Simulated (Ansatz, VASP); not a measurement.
One calculation of AgCl, two programs

```xyz
2
Lattice="0.0000 2.6622 2.7731 2.7731 0.0000 2.7731 2.7731 2.6622 0.0000" Properties=species:S:1:pos:R:3 pbc="T T T"
Ag    2.7731    2.6622    2.7731
Cl    0.0000    0.0000    0.0000
```

Change from the starting cell: strain -0.0400 x Voigt [0, 1, 0, 0, 0, 0], atoms carried along.

Alike in both runs: task single point; functional PBE; k mesh 8 × 8 × 8; occupations gaussian, width 0.05 eV; no spin polarisation.

|  | VASP | Ansatz |
| --- | --- | --- |
| version | VASP 6.6.1 | Ansatz 0.2.0 |
| potentials or method | VASP PAW PBE potentials, release 64 (Ag, Cl), cutoff 520 eV | scalar-relativistic, plane waves, PAW |
| valence electrons in the cell | 18 | 26 |

|  | VASP | Ansatz | Ansatz less VASP |
| --- | --- | --- | --- |
| gap on the k mesh at the Fermi level (eV) | 0.79 | 0.79 | +0.003 |
| least direct gap on the mesh (eV) | 3.33 | 3.33 | +0.002 |
| pressure (GPa) | 3.9 | 4.1 | +0.16 |
| traceless stress, the component that is largest in VASP (GPa) | 1.06 | 1.08 | +0.025 |

VASP's potentials hold 18 valence electrons a cell and Ansatz's 26, so a difference there can come from the potentials and not from the codes.
